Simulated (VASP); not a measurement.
# Ti3Al (P-6m2) in VASP: further runs

Ti3Al is run at these levels: PBEsol; tasks: single point.

Program: VASP 6.6.1. These are calculated values, not measurements. Logs are shortened: lines on timing, memory, paths and dates and some standing lists are left out, and cuts for length are marked.

## (1) The cell of the first run

It takes space group P-6m2 (No. 187, hexagonal). The conventional cell has a = 3.119 Å, b = 3.119 Å, c = 7.876 Å, α = 90.00°, β = 90.00°, γ = 120.00°. Ti (site symmetry -6m2) has 12 Ti at 2.66 to 3.12 Å within 3.5 Å. Within 3.5 Å of Ti (site symmetry 3m) lie 9 Ti at 2.66 to 3.12 Å and 3 Al at 2.68 Å. Within 3.5 Å of Al (site symmetry -6m2) lie 6 Ti at 2.68 Å and 6 Al at 3.12 Å.

## (2) Single point, PBEsol

The input, INCAR:

```
SYSTEM = Ti3Al
  PREC = Accurate
  ENCUT = 520
  EDIFF = 1E-6
  ISMEAR = 0
  SIGMA = 0.15
  LREAL = .FALSE.
  LASPH = .TRUE.
  NELM = 100
  ALGO = Fast
  ISIF = 2
  LWAVE = .FALSE.
  LCHARG = .TRUE.
  GGA = PS
  LELF = .TRUE.
  LVHAR = .TRUE.
  NBANDS = 28
```

The input, KPOINTS:

```
regular mesh
0
G
  24 24 6
  0 0 0
```

The input, POSCAR:

```
Ti3Al
1.0
    3.1193870860      0.0000000000      0.0000000000
   -1.5596935430      2.7014684607      0.0000000000
    0.0000000000      0.0000000000      7.8760566722
Ti Al
3 1
Direct
    0.6666666667      0.3333333333      0.0000000000
    0.3333333333      0.6666666667      0.7511761438
    0.3333333333      0.6666666667      0.2488238562
    0.6666666667      0.3333333333      0.5000000000
```

Potentials or basis: VASP PAW PBE potentials, release 64 (Ti_sv, Al).

Run with:

```bash
$ cat potpaw_PBE.64/Ti_sv/POTCAR potpaw_PBE.64/Al/POTCAR > POTCAR
$ mpirun -np 1 vasp_std > vasp.out
```

OUTCAR:

```text
SYSTEM = Ti3Al
   PREC = Accurate
   ENCUT = 520
   EDIFF = 1E-6
   ISMEAR = 0
   LREAL = .FALSE.
   LASPH = .TRUE.
   NELM = 100
   ISIF = 2
   GGA = PS

 ion  position               nearest neighbor table
   1  0.667  0.333  0.000-   2 2.66   3 2.66   2 2.66   3 2.66   2 2.66   3 2.66
   2  0.333  0.667  0.751-   1 2.66   1 2.66   1 2.66   4 2.68   4 2.68   4 2.68
   3  0.333  0.667  0.249-   1 2.66   1 2.66   1 2.66   4 2.68   4 2.68   4 2.68
   4  0.667  0.333  0.500-   2 2.68   3 2.68   2 2.68   3 2.68   2 2.68   3 2.68

  LATTYP: Found a hexagonal cell.
 ALAT       =     3.1193870860
 C/A-ratio  =     2.5248731418

  Lattice vectors:

 A1 = (   3.1193870860,   0.0000000000,   0.0000000000)
 A2 = (  -1.5596935430,   2.7014684607,   0.0000000000)
 A3 = (   0.0000000000,   0.0000000000,   7.8760566722)

Analysis of symmetry for initial positions (statically):
=====================================================================
 Subroutine PRICEL returns:
 Original cell was already a primitive cell.

 Routine SETGRP: Setting up the symmetry group for a
 hexagonal supercell.

 Subroutine GETGRP returns: Found 12 space group operations
 (whereof 12 operations were pure point group operations)
 out of a pool of 24 trial point group operations.

The static configuration has the point symmetry D_3h.

Analysis of symmetry for dynamics (positions and initial velocities):
=====================================================================
 Subroutine PRICEL returns:
 Original cell was already a primitive cell.

 Routine SETGRP: Setting up the symmetry group for a
 hexagonal supercell.

 Subroutine GETGRP returns: Found 12 space group operations
 (whereof 12 operations were pure point group operations)
 out of a pool of 24 trial point group operations.

The dynamic configuration has the point symmetry D_3h.

 Subroutine INISYM returns: Found 12 space group operations
 (whereof 12 operations are pure point group operations),
 and found     1 'primitive' translations

----------------------------------------------------------------------------------------

                                     Primitive cell

  volume of cell :      66.3709

  direct lattice vectors                    reciprocal lattice vectors
     3.119387086  0.000000000  0.000000000     0.320575797  0.185084522  0.000000000
    -1.559693543  2.701468461  0.000000000     0.000000000  0.370169045  0.000000000
     0.000000000  0.000000000  7.876056672     0.000000000  0.000000000  0.126967090

  length of vectors
     3.119387086  3.119387086  7.876056672     0.370169045  0.370169045  0.126967090

  position of ions in fractional coordinates (direct lattice)
     0.666666667  0.333333333  0.000000000
     0.333333333  0.666666667  0.751176144
     0.333333333  0.666666667  0.248823856
     0.666666667  0.333333333  0.500000000

  ion indices of the primitive-cell ions
   primitive index   ion index
                 1           1
                 2           2
                 3           3
                 4           4

----------------------------------------------------------------------------------------

 KPOINTS: regular mesh

Automatic generation of k-mesh.
 Grid dimensions read from file:
 generate k-points for:   24   24    6

 Generating k-lattice:

  Cartesian coordinates                     Fractional coordinates (reciprocal lattice)
     0.013357325  0.007711855  0.000000000     0.041666667  0.000000000  0.000000000
     0.000000000  0.015423710  0.000000000     0.000000000  0.041666667  0.000000000
     0.000000000  0.000000000  0.021161182     0.000000000  0.000000000  0.166666667

  Length of vectors
     0.015423710  0.015423710  0.021161182

  Shift w.r.t. Gamma in fractional coordinates (k-lattice)
     0.000000000  0.000000000  0.000000000

 Subroutine IBZKPT returns following result:
 ===========================================

 Found    244 irreducible k-points:

 Following reciprocal coordinates:
            Coordinates               Weight
  0.000000  0.000000  0.000000      1.000000
  0.041667  0.000000  0.000000      6.000000
  0.083333 -0.000000  0.000000      6.000000
  0.125000  0.000000  0.000000      6.000000
  0.166667  0.000000  0.000000      6.000000
  0.208333  0.000000  0.000000      6.000000
[... 16 lines left out ...]
  0.416667  0.041667  0.000000     12.000000
  0.458333  0.041667  0.000000     12.000000
 [... further k-points ...]
   k-points           NKPTS =    244   k-points in BZ     NKDIM =    244   number of bands    NBANDS=     28
   number of dos      NEDOS =    301   number of ions     NIONS =      4
   total plane-waves  NPLWV =  34560
   dimension x,y,z NGX =    24 NGY =   24 NGZ =   60
   dimension x,y,z NGXF=    48 NGYF=   48 NGZF=  120
   ions per type =               3   1
   NGX,Y,Z   is equivalent  to a cutoff of  12.79, 12.79, 12.66 a.u.
   NGXF,Y,Z  is equivalent  to a cutoff of  25.58, 25.58, 25.33 a.u.
 SYSTEM =  Ti3Al
   PREC   = accura    normal or accurate (medium, high low for compatibility)
   ISTART =      0    job   : 0-new  1-cont  2-samecut
   ICHARG =      2    charge: 1-file 2-atom 10-const
   ISPIN  =      1    spin polarized calculation?
   LNONCOLLINEAR =      F non collinear calculations
   LSORBIT =      F    spin-orbit coupling
   LASPH  =      T    aspherical Exc in radial PAW
   ENCUT  =  520.0 eV  38.22 Ry    6.18 a.u.   5.80  5.80 14.64*2*pi/ulx,y,z
   NELM   =    100;   NELMIN=  2; NELMDL= -5     # of ELM steps
   EDIFF  = 0.1E-05   stopping-criterion for ELM
   LREAL  =      F    real-space projection
   EDIFFG = 0.1E-04   stopping-criterion for IOM
   NSW    =      0    number of steps for IOM
   IBRION =     -1    ionic relax: 0-MD 1-quasi-New 2-CG
   NFREE  =      0    steps in history (QN), initial steepest desc. (CG)
   ISIF   =      2    stress and relaxation
   ISYM   =      2    0-nonsym 1-usesym 2-fastsym
   POTIM  = 0.5000    time-step for ionic-motion
   TEBEG  =    0.0;   TEEND  =   0.0 temperature during run
   PSTRESS=    0.0 pullay stress
   NELECT =      39.0000    total number of electrons
   NUPDOWN=      -1.0000    fix difference up-down
   EMIN   =  10.00;   EMAX   =-10.00  energy-range for DOS
   EFERMI =   0.00;   METHOD = LEGACY
   ISMEAR =     0;   SIGMA  =   0.15  broadening in eV -4-tet -1-fermi 0-gaus
   EFERMI_NEDOS =   21; number of points for ismear=-14 and -15
   IALGO  =     68    algorithm
   IMIX   =      4    mixing-type and parameters
     AMIX     =   0.40;   BMIX     =  1.00
     AMIX_MAG =   1.60;   BMIX_MAG =  1.00
  volume/ion in A,a.u.               =      16.59       111.97
  Fermi-wavevector in a.u.,A,eV,Ry     =   1.371209  2.591210 25.581871  1.880214
  Thomas-Fermi vector in A             =   2.496926
   LORBIT       =      0    0 simple, 1 ext, 2 COOP (PROOUT), +10 PAW based schemes
   GGA     = PS    functional components
   LHFCALC =     F    Hartree Fock is set to
   AEXX    =    0.0000 exact exchange contribution
   IVDW    =     0    specifies the selected vdW correction
   LEPSILON=     F    determine dielectric tensor
   LRPA    =     F    only Hartree local field effects (RPA)
 non-spin polarized calculation
 RMM-DIIS sequential band-by-band and
 Gauss-broadening in eV      SIGMA  =   0.15
  energy-cutoff  :      520.00
  volume of cell :       66.37
 maximum number of plane-waves:      1808
 NGX is ok and might be reduce to    24

 number of electron      39.0000000 magnetization

 Free energy of the ion-electron system (eV)
  ---------------------------------------------------
  ext. energy  EPLUGINS =         0.00000000
  ---------------------------------------------------
  free energy    TOTEN  =       -28.71228651 eV

  energy without entropy =      -28.65988805  energy(sigma->0) =      -28.68608728

 E-fermi :   8.1188     XC(G=0): -11.4320

 val. band max:        8.1127048901   @ k =   0.2083   0.2083   0.0000
 cond. band min:       8.1193124233   @ k =   0.1250   0.1250   0.5000
 fundamental gap:      0.0066075332
 Fermi energy:         8.1188137461

 k-point     1 :       0.0000    0.0000    0.0000
  band No.  band energies     occupation
      1     -48.3084      2.00000
      2     -48.1980      2.00000
      3     -48.0719      2.00000
      4     -25.0343      2.00000
      5     -24.6631      2.00000
      6     -24.4950      2.00000
[... 20 lines left out ...]
     27      10.6549      0.00000
     28      10.8871      0.00000

 k-point     2 :       0.0417    0.0000    0.0000
  band No.  band energies     occupation
      1     -48.3069      2.00000
      2     -48.1974      2.00000
      3     -48.0722      2.00000
      4     -25.0320      2.00000
      5     -24.6691      2.00000
      6     -24.4974      2.00000
[... 20 lines left out ...]
     27      10.5606      0.00000
     28      10.8914      0.00000

 k-point     3 :       0.0833   -0.0000    0.0000
  band No.  band energies     occupation
      1     -48.3025      2.00000
      2     -48.1956      2.00000
      3     -48.0731      2.00000
      4     -25.0252      2.00000
      5     -24.6861      2.00000
      6     -24.5043      2.00000
[... 20 lines left out ...]
     27      10.4156      0.00000
     28      10.8624      0.00000

 k-point     4 :       0.1250    0.0000    0.0000
  band No.  band energies     occupation
      1     -48.2953      2.00000
      2     -48.1927      2.00000
      3     -48.0747      2.00000
      4     -25.0145      2.00000
      5     -24.7117      2.00000
      6     -24.5150      2.00000
[... 20 lines left out ...]
     27      10.3316      0.00000
     28      10.8388      0.00000

 k-point     5 :       0.1667    0.0000    0.0000
  band No.  band energies     occupation
      1     -48.2857      2.00000
      2     -48.1889      2.00000
      3     -48.0769      2.00000
      4     -25.0011      2.00000
      5     -24.7435      2.00000
      6     -24.5286      2.00000
[... 20 lines left out ...]
     27      10.3237      0.00000
     28      10.8209      0.00000

 k-point     6 :       0.2083    0.0000    0.0000
  band No.  band energies     occupation
      1     -48.2740      2.00000
      2     -48.1845      2.00000
      3     -48.0801      2.00000
      4     -24.9863      2.00000
      5     -24.7790      2.00000
      6     -24.5440      2.00000
[... 463 lines left out ...]
      5     -24.8995      2.00000
      6     -24.6257      2.00000
[... 20 lines left out ...]
     27      10.8295      0.00000
     28      11.0904      0.00000

 k-point    22 :       0.3750    0.0417    0.0000
  band No.  band energies     occupation
      1     -48.2110      2.00000
      2     -48.1651      2.00000
      3     -48.1052      2.00000
      4     -24.9520      2.00000
      5     -24.9242      2.00000
      6     -24.6439      2.00000
[... 20 lines left out ...]
     27      10.9639      0.00000
     28      11.2676      0.00000

 k-point    23 :       0.4167    0.0417    0.0000
  band No.  band energies     occupation
      1     -48.2004      2.00000
      2     -48.1627      2.00000
      3     -48.1111      2.00000
      4     -24.9540      2.00000
      5     -24.9416      2.00000
      6     -24.6573      2.00000
[... 20 lines left out ...]
     27      11.0702      0.00000
     28      11.4505      0.00000

 k-point    24 :       0.4583    0.0417    0.0000
  band No.  band energies     occupation
      1     -48.1943      2.00000
      2     -48.1615      2.00000
      3     -48.1149      2.00000
      4     -24.9556      2.00000
      5     -24.9505      2.00000
      6     -24.6643      2.00000
[... 20 lines left out ...]
     27      11.0970      0.00000
     28      11.7735      0.00000

 [... further k-points ...]

------------------------ aborting loop because EDIFF is reached ----------------------------------------

  FORCE on cell =-STRESS in cart. coord.  units (eV):
  Direction    XX          YY          ZZ          XY          YZ          ZX
  --------------------------------------------------------------------------------------
  -------------------------------------------------------------------------------------
  Total       -2.0120897     -2.0120897      8.0041473      0.0000000      0.0000000      0.0000000
  in kB      -48.5713205    -48.5713205    193.2180295      0.0000000      0.0000000      0.0000000
  external PRESSURE =      32.0251295 kB  Pullay stress =       0.0000000 kB

 VOLUME and BASIS-vectors are now :
 -----------------------------------------------------------------------------
  energy-cutoff  :      520.00
  volume of cell :       66.37
      direct lattice vectors                 reciprocal lattice vectors
     3.119387086  0.000000000  0.000000000     0.320575797  0.185084522  0.000000000
    -1.559693543  2.701468461  0.000000000     0.000000000  0.370169045  0.000000000
     0.000000000  0.000000000  7.876056672     0.000000000  0.000000000  0.126967090

 POSITION                                       TOTAL-FORCE (eV/Angst)
 -----------------------------------------------------------------------------------
      1.55969      0.90049      0.00000        -0.000000      0.000000      0.000000
     -0.00000      1.80098      5.91631         0.000000     -0.000000      0.093416
     -0.00000      1.80098      1.95975         0.000000      0.000000     -0.093416
      1.55969      0.90049      3.93803        -0.000000      0.000000      0.000000
 -----------------------------------------------------------------------------------
    total drift:                                0.000000     -0.000000      0.000000

  FREE ENERGIE OF THE ION-ELECTRON SYSTEM (eV)
  ---------------------------------------------------
  free  energy   TOTEN  =       -28.7122865126 eV

  energy  without entropy=      -28.6598880521  energy(sigma->0) =      -28.68608728
```

Run time: 8.6 min. Hardware: 1 thread of Intel Xeon 6975P-C (Granite Rapids), shared host; peak memory 0.46 GiB.

Results:

- Free energy: -28.7123 eV
- Pressure: 3.2 GPa
- Largest force: 0.093 eV/Å
- Band gap on the k mesh: zero (an odd number of electrons rules out a gap without spin polarisation)

Forces on the atoms (eV/Å):
```
Ti   0.000  0.000  0.000
Ti   0.000  0.000  0.093
Ti   0.000  0.000 -0.093
Al   0.000  0.000  0.000
```

Levels at points of the mesh, in eV from the Fermi level:
| k point | band 16 | band 17 | band 18 | band 19 | band 20 | band 21 | band 22 | band 23 | band 24 | band 25 |
| --- | --- | --- | --- | --- | --- | --- | --- | --- | --- | --- |
| (0.00, 0.00, 0.00) | -2.29 | 0.21 | 0.21 | 0.23 | 0.23 | 0.86 | 1.07 | 1.07 | 1.68 | 1.68 |
| (0.50, 0.00, 0.00) | -2.18 | -1.48 | -0.62 | -0.50 | -0.17 | 0.15 | 1.01 | 1.46 | 1.77 | 2.91 |
| (0.00, 0.00, 0.50) | -2.21 | 0.19 | 0.19 | 0.25 | 0.25 | 0.46 | 1.13 | 1.13 | 1.53 | 1.53 |
| (0.50, 0.00, 0.50) | -2.18 | -1.23 | -1.03 | -0.56 | -0.35 | 0.02 | 1.40 | 1.77 | 1.91 | 2.59 |

Caveat: the cell stands under pressure; the PAW data sets were made with another functional, which shifts forces and pressure a little.

## (3) Single point, PBEsol

This run uses another cell than the first one, of the same volume but with other edges.

The input, INCAR:

```
SYSTEM = Ti3Al
PREC = Accurate
ENCUT = 520
EDIFF = 1E-7
ISMEAR = 0
SIGMA = 0.15
LREAL = .False.
LASPH = .True.
NELM = 100
ALGO = Fast
ISIF = 2
LWAVE = .False.
LCHARG = .True.
GGA = PS
LELF = .True.
LVHAR = .True.
NBANDS = 28
```

The input, KPOINTS:

```
Automatic mesh
0
Gamma
  24 24 6
  0 0 0
```

The input, POSCAR:

```
Ti3Al
1.0
    2.6532905777      0.0000000000      0.0000000000
   -1.3266452889      2.2978170439      0.0000000000
    0.0000000000      0.0000000000     10.8862359402
Ti Al
3 1
Direct
    0.6666666667      0.3333333333      0.0000000000
    0.3333333333      0.6666666667      0.7511761438
    0.3333333333      0.6666666667      0.2488238562
    0.6666666667      0.3333333333      0.5000000000
```

Potentials or basis: VASP PAW PBE potentials, release 64 (Ti_sv, Al).

Run with:

```bash
$ cat potpaw_PBE.64/Ti_sv/POTCAR potpaw_PBE.64/Al/POTCAR > POTCAR
$ mpirun -np 1 vasp_std > vasp.out
```

Wall time 12 min (1 thread of Intel Xeon 6975P-C (Granite Rapids), shared host); peak memory 0.46 GiB.

It converged, with:

* Free energy: -28.5533 eV
* Pressure: 1.1 GPa
* Largest force: 0.499 eV/Å
* Band gap on the k mesh: zero (an odd number of electrons rules out a gap without spin polarisation)

Forces on the atoms (eV/Å):
```
Ti   0.000  0.000  0.000
Ti   0.000  0.000 -0.499
Ti   0.000  0.000  0.499
Al   0.000  0.000  0.000
```

Stress tensor (GPa, compression positive):
```
 10.28   0.00   0.00
  0.00  10.28   0.00
  0.00   0.00 -17.39
```

Levels at points of the mesh, in eV from the Fermi level:
```tsv
k point	band 16	band 17	band 18	band 19	band 20	band 21	band 22	band 23
(0.00, 0.00, 0.00)	-3.13	-2.48	-0.88	-0.63	1.20	1.20	1.22	1.22
(0.50, 0.00, 0.00)	-2.23	-1.97	-1.81	-0.91	-0.52	1.24	1.25	2.17
(0.00, 0.00, 0.50)	-4.12	-2.24	-0.88	-0.62	1.20	1.20	1.22	1.22
(0.50, 0.00, 0.50)	-2.30	-1.97	-1.51	-1.42	0.10	0.76	0.91	2.17
```

Caveat: the PAW data sets were made with another functional, which shifts forces and pressure a little.
